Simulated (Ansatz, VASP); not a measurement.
## Two plane-wave programs on BaZrO3

File INCAR:

```
SYSTEM = BaZrO3
ALGO     = Normal         ! electronic algorithm
EDIFF    = 1E-6           ! SCF threshold, eV
ENCUT    = 520            ! plane-wave cutoff, eV
GGA      = PE             ! functional
ISIF     = 2              ! what is computed and relaxed
ISMEAR   = 0              ! smearing method
LASPH    = .TRUE.         ! aspherical terms in the spheres
LCHARG   = .FALSE.        ! write CHGCAR
LREAL    = .FALSE.        ! projectors in reciprocal space
LWAVE    = .FALSE.        ! write WAVECAR
NBANDS   = 28             ! bands
NELM     = 100            ! most SCF steps
PREC     = Accurate       ! precision mode
SIGMA    = 0.05           ! smearing width, eV
```

The input KPOINTS:

```
k-points
0
G
  6 6 6
  0 0 0
```

POSCAR

```
BaZrO3
1.0
    3.8678875000      0.0000000000      0.0000000000
    0.0000000000      3.8678875000      0.0000000000
    0.0000000000      0.0000000000      4.1815000000
Ba Zr O
1 1 3
Direct
    0.5000000000      0.5000000000      0.5000000000
    0.0000000000      0.0000000000      0.0000000000
    0.5000000000      0.0000000000      0.0000000000
    0.0000000000      0.5000000000      0.0000000000
    0.0000000000      0.0000000000      0.5000000000
```

Input for Ansatz:

```yaml
crystal:
  lattice:
    - [3.8678875, 0.0, 0.0]
    - [0.0, 3.8678875, 0.0]
    - [0.0, 0.0, 4.1815]
  atoms:
    - { symbol: Ba, position: [0.5, 0.5, 0.5] }
    - { symbol: Zr, position: [0.0, 0.0, 0.0] }
    - { symbol: O, position: [0.5, 0.0, 0.0] }
    - { symbol: O, position: [0.0, 0.5, 0.0] }
    - { symbol: O, position: [0.0, 0.0, 0.5] }
basis:
  ecutwfc: 420
kpoints:
  mp_grid: { grid: [6, 6, 6] }
hamiltonian:
  xc: pbe
scf:
  occupations: { method: gaussian, width: 0.05 }
output:
  forces: true
  stress: true
  eigenvalues: true
```

Change from the starting cell: strain -0.0750 x Voigt [1, 1, 0, 0, 0, 0], atoms carried along.

Alike in both runs: task single point; functional PBE; k mesh 6 × 6 × 6; occupations gaussian, width 0.05 eV; no spin polarisation.

```csv
,VASP,Ansatz
version,VASP 6.6.1,Ansatz 0.2.0
potentials or method,"VASP PAW PBE potentials, release 64 (Ba_sv, Zr_sv, O), cutoff 520 eV","scalar-relativistic, plane waves, PAW"
valence electrons in the cell,40,40
```

|  | VASP | Ansatz | Ansatz less VASP |
| --- | --- | --- | --- |
| gap on the k mesh at the Fermi level (eV) | 3.12 | 3.16 | +0.039 |
| least direct gap on the mesh (eV) | 3.12 | 3.16 | +0.039 |
| pressure (GPa) | 47.2 | 45.0 | -2.11 |
| traceless stress, the component that is largest in VASP (GPa) | -22.29 | -21.80 | +0.485 |

Both programs put the cell under a high pressure, so it lies far from rest at this level. The functional is the same, so the differences come from potentials, cutoffs and numerics.

Neither program's run includes spin-orbit coupling.
